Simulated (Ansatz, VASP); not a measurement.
## SnO2: VASP beside Ansatz

File INCAR:

```
PREC     = Accurate       # precision mode
ENCUT    = 520            # plane-wave cutoff, eV
EDIFF    = 1E-6           # SCF threshold, eV
ISMEAR   = 0              # smearing method
SIGMA    = 0.05           # smearing width, eV
LREAL    = False          # projectors in reciprocal space
LASPH    = True           # aspherical terms in the spheres
NELM     = 80             # most SCF steps
ALGO     = Normal         # electronic algorithm
ISIF     = 2              # what is computed and relaxed
LWAVE    = False          # write WAVECAR
LCHARG   = False          # write CHGCAR
GGA      = CA             # functional
NBANDS   = 35             # bands
```

The input KPOINTS:

```
Automatic mesh
0
Gamma
  6 6 8
```

Contents of POSCAR:

```
SnO2
1.0
    4.9330604771      0.0000000000      0.0000000000
    0.0000000000      4.9336664808      0.0000000000
    0.0000000000      0.0000000000      3.3328025979
Sn O
2 4
Direct
    0.5000000000      0.5000000000      0.5000000000
    0.0000000000      0.0000000000      0.0000000000
    0.3059833077      0.3580510778      0.0000000000
    0.8059833077      0.1419489222      0.5000000000
    0.1940166923      0.8580510778      0.5000000000
    0.6940166923      0.6419489222      0.0000000000
```

Input for Ansatz:

```yaml
crystal:
  lattice:
    - [4.9330604771, 0.0, 0.0]
    - [0.0, 4.9336664808, 0.0]
    - [0.0, 0.0, 3.3328025979]
  atoms:
    - { symbol: Sn, position: [0.5, 0.5, 0.5] }
    - { symbol: Sn, position: [0.0, 0.0, 0.0] }
    - { symbol: O, position: [0.3059833077, 0.3580510778, 0.0] }
    - { symbol: O, position: [0.8059833077, 0.1419489222, 0.5] }
    - { symbol: O, position: [0.1940166923, 0.8580510778, 0.5] }
    - { symbol: O, position: [0.6940166923, 0.6419489222, 0.0] }
basis:
  ecutwfc: 520.0
kpoints:
  mp_grid: { grid: [6, 6, 8] }
hamiltonian:
  xc: lda
scf:
  occupations: { method: gaussian, width: 0.05 }
output:
  forces: true
  stress: true
  eigenvalues: true
```

Alike in both runs: task single point; functional LDA; k mesh 6 × 6 × 8; occupations gaussian, width 0.05 eV; no spin polarisation.

|  | VASP | Ansatz |
| --- | --- | --- |
| version | VASP 6.6.1 | Ansatz 0.2.0 |
| potentials or method | VASP PAW LDA potentials, release 64 (Sn_d, O), cutoff 520 eV | scalar-relativistic, plane waves, PAW |
| valence electrons in the cell | 52 | 52 |

Ansatz gave:

| Item | Value |
| --- | --- |
| gap on the k mesh at the Fermi level (eV) | 0.42 |
| least direct gap on the mesh (eV) | 0.52 |
| pressure (GPa) | -12.3 |
| traceless stress, the component that is largest in VASP (GPa) | 6.55 |
| rms of the force components (eV/Å) | 1.251 |

Question: Which values does VASP return?

Answer: gap on the k mesh at the Fermi level (eV): 0.43; least direct gap on the mesh (eV): 0.53; pressure (GPa): -11.7; traceless stress, the component that is largest in VASP (GPa): 6.28; rms of the force components (eV/Å): 1.282.

LDA's correlation is that of Perdew and Zunger in VASP and of Perdew and Wang (1992) in Ansatz. Atom by atom the forces differ by 0.031 eV/Å (rms over components).
